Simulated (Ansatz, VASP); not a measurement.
# LiH: VASP beside Ansatz

The input INCAR:

```
SYSTEM = LiH
ALGO = Normal
EDIFF = 1E-7
ENCUT = 520
GGA = PE
ISIF = 2
ISMEAR = -1
LASPH = .True.
LCHARG = .True.
LELF = .True.
LREAL = .False.
LVHAR = .True.
LWAVE = .False.
NBANDS = 9
NELM = 80
PREC = Accurate
SIGMA = 0.02
```

KPOINTS

```
k-points
0
Gamma
  10 10 10
  0 0 0
```

File POSCAR:

```
LiH
1.0
    0.0000000000      2.2169835972      2.2169835972
    2.2169835972      0.0000000000      2.2169835972
    2.2169835972      2.2169835972      0.0000000000
Li H
1 1
Direct
    0.0000000000      0.0000000000      0.0000000000
    0.2500000000      0.2500000000      0.2500000000
```

Input for Ansatz:

```yaml
crystal:
  lattice:
    - [0.0, 2.2169835972, 2.2169835972]
    - [2.2169835972, 0.0, 2.2169835972]
    - [2.2169835972, 2.2169835972, 0.0]
  atoms:
    - { symbol: Li, position: [0.0, 0.0, 0.0] }
    - { symbol: H, position: [0.25, 0.25, 0.25] }
kpoints:
  mp_grid: { grid: [10, 10, 10] }
  band_path:
    path:
      - [0.0, 0.0, 0.0]
      - [-0.5, -0.5, 0.0]
      - [-0.375, -0.375, 0.25]
      - [-0.375, 0.0, 0.375]
      - [0.0, 0.0, 0.5]
      - [-0.5, -0.25, 0.25]
      - [-0.15, -0.075, 0.425]
    npoints: 1
hamiltonian:
  xc: pbe
scf:
  occupations: { method: fermi_dirac, width: 0.02 }
  n_extra_bands: 4
output:
  forces: true
  stress: true
  eigenvalues: true
```

Change from the starting cell: hydrostatic strain +3.4%.

Alike in both runs: task single point; functional PBE; k mesh 10 × 10 × 10; occupations fermi-dirac, width 0.02 eV; no spin polarisation.

```csv
,VASP,Ansatz
version,VASP 6.6.1,Ansatz 0.2.0
potentials or method,"VASP PAW PBE potentials, release 64 (Li_sv, H)","plane waves, PAW"
plane-wave cutoff (eV),520,420
valence electrons in the cell,4,4
```

VASP gave:

| Quantity | Value |
| --- | --- |
| gap on the k mesh at the Fermi level (eV) | 4.10 |

Task: Estimate Ansatz's values.

Result: gap on the k mesh at the Fermi level (eV): 4.09.

With one functional, cell and mesh, what is left measures potentials, basis and numerics.

Noted on VASP's run: the cutoff is under 1.25 times that of the potentials, so the pressure is a little rough.
